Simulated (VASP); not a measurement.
**NaCl: single point with PBEsol**

The system is NaCl.

```
CELL_PARAMETERS angstrom
0.00000 2.83083 2.83083
2.83083 0.00000 2.83083
2.83083 2.83083 0.00000
ATOMIC_POSITIONS crystal
Cl 0.50000 0.50000 0.50000
Na 0.00000 0.00000 0.00000
```

```yaml
Program: VASP 6.6.1
Task: single point
Functional: PBEsol
Potentials_or_basis: VASP PAW PBE potentials, release 64 (Cl, Na_pv)
Cutoff: 520 eV
k_mesh: 8 × 8 × 8
Occupations: fermi-dirac, width 0.05 eV
Spin: no spin polarisation
```

| Property | Result |
| --- | --- |
| Pressure | -0.7 GPa |
| Band gap on the k mesh | 4.89 eV, direct |

Levels at points of the mesh, in eV from the valence-band top:
| k point | band 4 | band 5 | band 6 | band 7 | band 8 | band 9 | band 10 | band 11 |
| --- | --- | --- | --- | --- | --- | --- | --- | --- |
| (0.00, 0.00, 0.00) | -12.62 | 0.00 | 0.00 | 0.00 | 4.89 | 10.99 | 10.99 | 10.99 |
| (0.50, 0.00, 0.00) | -12.28 | -1.94 | -0.26 | -0.26 | 7.06 | 10.41 | 10.83 | 10.83 |
| (0.50, 0.50, 0.00) | -12.24 | -1.67 | -0.60 | -0.60 | 7.40 | 7.90 | 11.05 | 14.52 |

It took 18 s on 1 thread of AMD EPYC 7R43 64-Core Processor (Zen 3), with other jobs on the host, peak memory 0.12 GiB.

Caveat: the PAW data sets were made with another functional, which shifts forces and pressure a little. A k mesh can miss the band edges.
